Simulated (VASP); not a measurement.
Set up this calculation in VASP 6.6.1, as the native input.

| Item | Value |
| --- | --- |
| Task | single point |
| Functional | LDA |
| Potentials or basis | VASP PAW LDA potentials, release 64 (Pt_sv_GW) |
| Cutoff | 570 eV |
| k mesh | 22 × 22 × 22 |
| Occupations | gaussian, width 0.15 eV |
| Spin | no spin polarisation |
| Dipole correction | no |
| Further INCAR settings | ALGO = Normal; EDIFF = 1e-06; NBANDS = 15 |

The structure of Pt lies in POSCAR:

```
Pt
1.0
   -1.5296329591      1.5296329591      1.5296329591
    1.5296329591     -1.5296329591      1.5296329591
    1.5296329591      1.5296329591     -1.5296329591
Pt
1
Direct
    0.0000000000      0.0000000000      0.0000000000
```

This isn't the form of Pt at room conditions, which is fcc.

These files were run (other wordings do the same):

INCAR

```
SYSTEM = Pt
PREC = Accurate
ENCUT = 570
EDIFF = 1E-6
ISMEAR = 0
SIGMA = 0.15
LREAL = .FALSE.
LASPH = .TRUE.
NELM = 120
ALGO = Normal
ISIF = 2
LWAVE = .FALSE.
LCHARG = .TRUE.
LELF = .TRUE.
LVHAR = .TRUE.
NBANDS = 15
GGA_COMPAT = .FALSE.
```

KPOINTS

```
Automatic mesh
0
G
  22 22 22
  0 0 0
```

Potentials or basis: VASP PAW LDA potentials, release 64 (Pt_sv_GW).

Command:

```console
$ cat potpaw_LDA.64/Pt_sv_GW/POTCAR > POTCAR
$ mpirun -np 1 vasp_std > vasp.out
```

Results of the run:

```yaml
Pressure: 13.3 GPa
Band_gap_on_the_k_mesh: zero (bands 9 and 10 overlap by 2.55 eV)
```

Caveat: the cell stands under pressure; spin-orbit coupling is left out, which moves the levels of the heavy elements.

Wall time 53 s on 1 thread of Intel(R) Xeon(R) Platinum 8488C (Sapphire Rapids), on a shared host, peak memory 0.2 GiB.
